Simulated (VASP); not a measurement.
# AlRu (P4/mmm) in VASP: further runs

AlRu is run at these levels: PBEsol; tasks: single point.

Program: VASP 6.6.1. These are calculated values, not measurements. Logs are shortened: lines on timing, memory, paths and dates and some standing lists are left out, and cuts for length are marked.

## Step 1: The cell of the first run

Symmetry: P4/mmm, No. 123, tetragonal system. The conventional cell has a = 2.992 Å, b = 2.992 Å, c = 2.902 Å, α = 90.00°, β = 90.00°, γ = 90.00°. Within 3.4 Å of Al (site symmetry 4/mmm) lie 8 Ru at 2.57 Å and 6 Al at 2.90 to 2.99 Å. Ru (site symmetry 4/mmm) has 8 Al at 2.57 Å and 6 Ru at 2.90 to 2.99 Å within 3.4 Å.

## Step 2: Single point, PBEsol (strain -0.0300 x Voigt [1, 0, 0, 0, 0, 0])

Contents of INCAR:

```
  ALGO = Fast
  EDIFF = 1E-6
  ENCUT = 520
  GGA = PS
  ISIF = 2
  ISMEAR = 0
  LASPH = T
  LCHARG = F
  LREAL = F
  LWAVE = F
  NBANDS = 16
  NELM = 100
  PREC = Accurate
  SIGMA = 0.15
```

Contents of KPOINTS:

```
k-points
0
Gamma
  16 16 16
```

Contents of POSCAR:

```
AlRu
1.0
    2.9018520000      0.0000000000      0.0000000000
    0.0000000000      2.9916000000      0.0000000000
    0.0000000000      0.0000000000      2.9916000000
Al Ru
1 1
Direct
    0.0000000000      0.0000000000      0.0000000000
    0.5000000000      0.5000000000      0.5000000000
```

Potentials or basis: VASP PAW PBE potentials, release 64 (Al, Ru_pv).

Command:

```
cat potpaw_PBE.64/Al/POTCAR potpaw_PBE.64/Ru_pv/POTCAR > POTCAR
mpirun -np 1 vasp_std > vasp.out
```

OUTCAR:

```text
EDIFF = 1E-6
   ENCUT = 520
   GGA = PS
   ISIF = 2
   ISMEAR = 0
   LASPH = T
   LREAL = F
   NELM = 100
   PREC = Accurate

 ion  position               nearest neighbor table
   1  0.000  0.000  0.000-   2 2.57   2 2.57   2 2.57   2 2.57   2 2.57   2 2.57   2 2.57   2 2.57

   2  0.500  0.500  0.500-   1 2.57   1 2.57   1 2.57   1 2.57   1 2.57   1 2.57   1 2.57   1 2.57

  LATTYP: Found a simple tetragonal cell.
 ALAT       =     2.9916000000
 C/A-ratio  =     0.9700000000

  Lattice vectors:

 A1 = (   0.0000000000,   2.9916000000,   0.0000000000)
 A2 = (   0.0000000000,   0.0000000000,   2.9916000000)
 A3 = (   2.9018520000,   0.0000000000,   0.0000000000)

Analysis of symmetry for initial positions (statically):
=====================================================================
 Subroutine PRICEL returns:
 Original cell was already a primitive cell.

 Routine SETGRP: Setting up the symmetry group for a
 simple tetragonal supercell.

 Subroutine GETGRP returns: Found 16 space group operations
 (whereof 16 operations were pure point group operations)
 out of a pool of 16 trial point group operations.

The static configuration has the point symmetry D_4h.

Analysis of symmetry for dynamics (positions and initial velocities):
=====================================================================
 Subroutine PRICEL returns:
 Original cell was already a primitive cell.

 Routine SETGRP: Setting up the symmetry group for a
 simple tetragonal supercell.

 Subroutine GETGRP returns: Found 16 space group operations
 (whereof 16 operations were pure point group operations)
 out of a pool of 16 trial point group operations.

The dynamic configuration has the point symmetry D_4h.

 Subroutine INISYM returns: Found 16 space group operations
 (whereof 16 operations are pure point group operations),
 and found     1 'primitive' translations

----------------------------------------------------------------------------------------

                                     Primitive cell

  volume of cell :      25.9706

  direct lattice vectors                    reciprocal lattice vectors
     2.901852000  0.000000000  0.000000000     0.344607513  0.000000000  0.000000000
     0.000000000  2.991600000  0.000000000     0.000000000  0.334269287  0.000000000
     0.000000000  0.000000000  2.991600000     0.000000000  0.000000000  0.334269287

  length of vectors
     2.901852000  2.991600000  2.991600000     0.344607513  0.334269287  0.334269287

  position of ions in fractional coordinates (direct lattice)
     0.000000000  0.000000000  0.000000000
     0.500000000  0.500000000  0.500000000

  ion indices of the primitive-cell ions
   primitive index   ion index
                 1           1
                 2           2

----------------------------------------------------------------------------------------

 KPOINTS: k-points

Automatic generation of k-mesh.
 Grid dimensions read from file:
 generate k-points for:   16   16   16

 Generating k-lattice:

  Cartesian coordinates                     Fractional coordinates (reciprocal lattice)
     0.021537970  0.000000000  0.000000000     0.062500000  0.000000000  0.000000000
     0.000000000  0.020891830  0.000000000     0.000000000  0.062500000  0.000000000
     0.000000000  0.000000000  0.020891830     0.000000000  0.000000000  0.062500000

  Length of vectors
     0.021537970  0.020891830  0.020891830

  Shift w.r.t. Gamma in fractional coordinates (k-lattice)
     0.000000000  0.000000000  0.000000000

 Subroutine IBZKPT returns following result:
 ===========================================

 Found    405 irreducible k-points:

 Following reciprocal coordinates:
            Coordinates               Weight
  0.000000  0.000000  0.000000      1.000000
  0.062500  0.000000  0.000000      2.000000
  0.125000  0.000000  0.000000      2.000000
  0.187500  0.000000  0.000000      2.000000
  0.250000  0.000000  0.000000      2.000000
  0.312500  0.000000  0.000000      2.000000
[... 16 lines left out ...]
  0.250000  0.125000  0.000000      8.000000
  0.312500  0.125000  0.000000      8.000000
 [... further k-points ...]
   k-points           NKPTS =    405   k-points in BZ     NKDIM =    405   number of bands    NBANDS=     16
   number of dos      NEDOS =    301   number of ions     NIONS =      2
   total plane-waves  NPLWV =  13824
   dimension x,y,z NGX =    24 NGY =   24 NGZ =   24
   dimension x,y,z NGXF=    48 NGYF=   48 NGZF=   48
   ions per type =               1   1
   NGX,Y,Z   is equivalent  to a cutoff of  13.75, 13.34, 13.34 a.u.
   NGXF,Y,Z  is equivalent  to a cutoff of  27.50, 26.67, 26.67 a.u.
 SYSTEM =  unknown system
   PREC   = accura    normal or accurate (medium, high low for compatibility)
   ISTART =      0    job   : 0-new  1-cont  2-samecut
   ICHARG =      2    charge: 1-file 2-atom 10-const
   ISPIN  =      1    spin polarized calculation?
   LNONCOLLINEAR =      F non collinear calculations
   LSORBIT =      F    spin-orbit coupling
   LASPH  =      T    aspherical Exc in radial PAW
   ENCUT  =  520.0 eV  38.22 Ry    6.18 a.u.   5.40  5.56  5.56*2*pi/ulx,y,z
   NELM   =    100;   NELMIN=  2; NELMDL= -5     # of ELM steps
   EDIFF  = 0.1E-05   stopping-criterion for ELM
   LREAL  =      F    real-space projection
   EDIFFG = 0.1E-04   stopping-criterion for IOM
   NSW    =      0    number of steps for IOM
   IBRION =     -1    ionic relax: 0-MD 1-quasi-New 2-CG
   NFREE  =      0    steps in history (QN), initial steepest desc. (CG)
   ISIF   =      2    stress and relaxation
   ISYM   =      2    0-nonsym 1-usesym 2-fastsym
   POTIM  = 0.5000    time-step for ionic-motion
   TEBEG  =    0.0;   TEEND  =   0.0 temperature during run
   PSTRESS=    0.0 pullay stress
   NELECT =      17.0000    total number of electrons
   NUPDOWN=      -1.0000    fix difference up-down
   EMIN   =  10.00;   EMAX   =-10.00  energy-range for DOS
   EFERMI =   0.00;   METHOD = LEGACY
   ISMEAR =     0;   SIGMA  =   0.15  broadening in eV -4-tet -1-fermi 0-gaus
   EFERMI_NEDOS =   21; number of points for ismear=-14 and -15
   IALGO  =     68    algorithm
   IMIX   =      4    mixing-type and parameters
     AMIX     =   0.40;   BMIX     =  1.00
     AMIX_MAG =   1.60;   BMIX_MAG =  1.00
  volume/ion in A,a.u.               =      12.99        87.63
  Fermi-wavevector in a.u.,A,eV,Ry     =   1.421446  2.686143 27.490691  2.020509
  Thomas-Fermi vector in A             =   2.542255
   LORBIT       =      0    0 simple, 1 ext, 2 COOP (PROOUT), +10 PAW based schemes
   GGA     = PS    functional components
   LHFCALC =     F    Hartree Fock is set to
   AEXX    =    0.0000 exact exchange contribution
   IVDW    =     0    specifies the selected vdW correction
   LEPSILON=     F    determine dielectric tensor
   LRPA    =     F    only Hartree local field effects (RPA)
 non-spin polarized calculation
 RMM-DIIS sequential band-by-band and
 Gauss-broadening in eV      SIGMA  =   0.15
  energy-cutoff  :      520.00
  volume of cell :       25.97
 maximum number of plane-waves:       727
 NGX is ok and might be reduce to    24
   NGX = 11   NGY = 11   NGZ = 11

 number of electron      16.9999999 magnetization

 Free energy of the ion-electron system (eV)
  ---------------------------------------------------
  ext. energy  EPLUGINS =         0.00000000
  ---------------------------------------------------
  free energy    TOTEN  =       -15.51296160 eV

  energy without entropy =      -15.49482555  energy(sigma->0) =      -15.50389357

 E-fermi :  11.0570     XC(G=0): -12.8444

 val. band max:       11.0553861426   @ k =   0.4375   0.2500   0.1875
 cond. band min:      11.0644659218   @ k =   0.3750   0.3750   0.3125
 fundamental gap:      0.0090797792
 Fermi energy:        11.0570445230

 k-point     1 :       0.0000    0.0000    0.0000
  band No.  band energies     occupation
      1     -30.6971      2.00000
      2     -30.6971      2.00000
      3     -30.6567      2.00000
      4       1.1675      2.00000
      5       7.2641      2.00000
      6       7.2736      2.00000
[... 8 lines left out ...]
     15      23.0341      0.00000
     16      26.7309      0.00000

 k-point     2 :       0.0625    0.0000    0.0000
  band No.  band energies     occupation
      1     -30.6961      2.00000
      2     -30.6961      2.00000
      3     -30.6678      2.00000
      4       1.2477      2.00000
      5       7.2945      2.00000
      6       7.3133      2.00000
[... 8 lines left out ...]
     15      23.0350      0.00000
     16      27.0249      0.00000

 k-point     3 :       0.1250    0.0000    0.0000
  band No.  band energies     occupation
      1     -30.6993      2.00000
      2     -30.6934      2.00000
      3     -30.6934      2.00000
      4       1.4850      2.00000
      5       7.3827      2.00000
      6       7.4149      2.00000
[... 8 lines left out ...]
     15      23.0705      0.00000
     16      27.9113      0.00000

 k-point     4 :       0.1875    0.0000    0.0000
  band No.  band energies     occupation
      1     -30.7462      2.00000
      2     -30.6892      2.00000
      3     -30.6892      2.00000
      4       1.8700      2.00000
      5       7.5199      2.00000
      6       7.5234      2.00000
[... 8 lines left out ...]
     15      23.5631      0.00000
     16      28.9397      0.00000
[... 324 lines left out ...]
 k-point    22 :       0.1875    0.1250    0.0000
  band No.  band energies     occupation
      1     -30.7434      2.00000
      2     -30.7203      2.00000
      3     -30.6865      2.00000
      4       2.1537      2.00000
      5       7.5769      2.00000
      6       7.6765      2.00000
[... 8 lines left out ...]
     15      24.3499      0.00000
     16      27.9712      0.00000

 k-point    23 :       0.2500    0.1250    0.0000
  band No.  band energies     occupation
      1     -30.7979      2.00000
      2     -30.7152      2.00000
      3     -30.6816      2.00000
      4       2.6568      2.00000
      5       7.6117      2.00000
      6       7.8245      2.00000
[... 8 lines left out ...]
     15      24.9805      0.00000
     16      26.8022      0.00000

 k-point    24 :       0.3125    0.1250    0.0000
  band No.  band energies     occupation
      1     -30.8522      2.00000
      2     -30.7101      2.00000
      3     -30.6767      2.00000
      4       3.2685      2.00000
      5       7.3978      2.00000
      6       7.9981      2.00000
[... 8 lines left out ...]
     15      25.4690      0.00000
     16      25.6402      0.00000

 [... further k-points ...]

------------------------ aborting loop because EDIFF is reached ----------------------------------------

  FORCE on cell =-STRESS in cart. coord.  units (eV):
  Direction    XX          YY          ZZ          XY          YZ          ZX
  --------------------------------------------------------------------------------------
  -------------------------------------------------------------------------------------
  Total        1.2080772      0.2640736      0.2640736      0.0000000      0.0000000      0.0000000
  in kB       74.5285969     16.2912095     16.2912095      0.0000000      0.0000000      0.0000000
  external PRESSURE =      35.7036719 kB  Pullay stress =       0.0000000 kB

 VOLUME and BASIS-vectors are now :
 -----------------------------------------------------------------------------
  energy-cutoff  :      520.00
  volume of cell :       25.97
      direct lattice vectors                 reciprocal lattice vectors
     2.901852000  0.000000000  0.000000000     0.344607513  0.000000000  0.000000000
     0.000000000  2.991600000  0.000000000     0.000000000  0.334269287  0.000000000
     0.000000000  0.000000000  2.991600000     0.000000000  0.000000000  0.334269287

 POSITION                                       TOTAL-FORCE (eV/Angst)
 -----------------------------------------------------------------------------------
      0.00000      0.00000      0.00000         0.000000      0.000000      0.000000
      1.45093      1.49580      1.49580         0.000000      0.000000      0.000000
 -----------------------------------------------------------------------------------
    total drift:                                0.000000     -0.000000     -0.000000

  FREE ENERGIE OF THE ION-ELECTRON SYSTEM (eV)
  ---------------------------------------------------
  free  energy   TOTEN  =       -15.5129615987 eV

  energy  without entropy=      -15.4948255483  energy(sigma->0) =      -15.50389357
```

Wall time 1.8 min (1 thread of Intel Xeon 8259CL, shared host); peak memory 0.27 GiB.

Results:

* Free energy: -15.5130 eV
* Pressure: 3.6 GPa
* Band gap on the k mesh: zero (an odd number of electrons rules out a gap without spin polarisation)

Levels at points of the mesh, in eV from the Fermi level:
```
           k point  band 7  band 8  band 9  band 10  band 11  band 12
(0.00, 0.00, 0.00)    0.04    0.25    0.25     5.88     5.88     6.85
(0.50, 0.00, 0.00)   -1.82   -1.82    0.36     2.74     7.39    10.87
(0.00, 0.50, 0.00)   -1.80   -1.43    0.50     2.19     7.41    10.86
(0.50, 0.50, 0.00)   -1.40   -1.29   -1.24     1.64     5.63     6.63
(0.00, 0.50, 0.50)   -1.53   -1.04   -1.04     1.45     5.16     6.43
(0.50, 0.50, 0.50)    1.57    1.80    2.77     4.08     4.08     4.29
```

Caveat: the cell differs from its parent crystal (strain -0.0300 x Voigt [1, 0, 0, 0, 0, 0]); the stress differs along the axes, from 2 to 7 GPa; the PAW data sets were made with another functional, which shifts forces and pressure a little.

## Step 3: Single point, PBEsol (strain -0.0150 x Voigt [1, 0, 0, 0, 0, 0])

Contents of INCAR:

```
ALGO     = Fast           # electronic algorithm
EDIFF    = 1E-6           # SCF threshold, eV
ENCUT    = 520            # plane-wave cutoff, eV
GGA      = PS             # functional
ISIF     = 2              # what is computed and relaxed
ISMEAR   = 0              # smearing method
LASPH    = T              # aspherical terms in the spheres
LCHARG   = T              # write CHGCAR
LELF     = T              # ELF
LREAL    = F              # projectors in reciprocal space
LVHAR    = T            
LWAVE    = F              # write WAVECAR
NBANDS   = 16             # bands
NELM     = 60             # most SCF steps
PREC     = Accurate       # precision mode
SIGMA    = 0.15           # smearing width, eV
```

KPOINTS is that of step 2.

Changes to POSCAR since step 2:

```diff
@@ -2,3 +2,3 @@
 1.0
-    2.9018520000      0.0000000000      0.0000000000
+    2.9467260000      0.0000000000      0.0000000000
     0.0000000000      2.9916000000      0.0000000000
```

Potentials or basis: VASP PAW PBE potentials, release 64 (Al, Ru_pv).

Command:

```
cat potpaw_PBE.64/Al/POTCAR potpaw_PBE.64/Ru_pv/POTCAR > POTCAR
mpirun -np 1 vasp_std > vasp.out
```

Run time: 1.9 min. Hardware: 1 thread of Intel Xeon 8259CL, shared host; peak memory 0.28 GiB.

It converged, with:

| Quantity | Value |
| --- | --- |
| Free energy | -15.5248 eV |
| Pressure | 0.0 GPa |
| Band gap on the k mesh | zero (an odd number of electrons rules out a gap without spin polarisation) |

Stress tensor (GPa, compression positive):
```
 1.83  0.00  0.00
 0.00 -0.89  0.00
 0.00  0.00 -0.89
```

Levels at points of the mesh, in eV from the Fermi level:
```
           k point  band 7  band 8  band 9  band 10  band 11  band 12
(0.00, 0.00, 0.00)    0.11    0.21    0.21     5.97     5.97     6.44
(0.50, 0.00, 0.00)   -1.72   -1.72    0.40     2.50     7.41    10.93
(0.00, 0.50, 0.00)   -1.71   -1.53    0.46     2.23     7.42    10.92
(0.50, 0.50, 0.00)   -1.31   -1.28   -1.23     1.58     5.43     6.45
(0.00, 0.50, 0.50)   -1.45   -1.11   -1.11     1.48     5.21     6.35
(0.50, 0.50, 0.50)    1.59    1.70    2.68     4.08     4.08     4.18
```

Caveat: the cell differs from its parent crystal (strain -0.0150 x Voigt [1, 0, 0, 0, 0, 0]); the PAW data sets were made with another functional, which shifts forces and pressure a little.
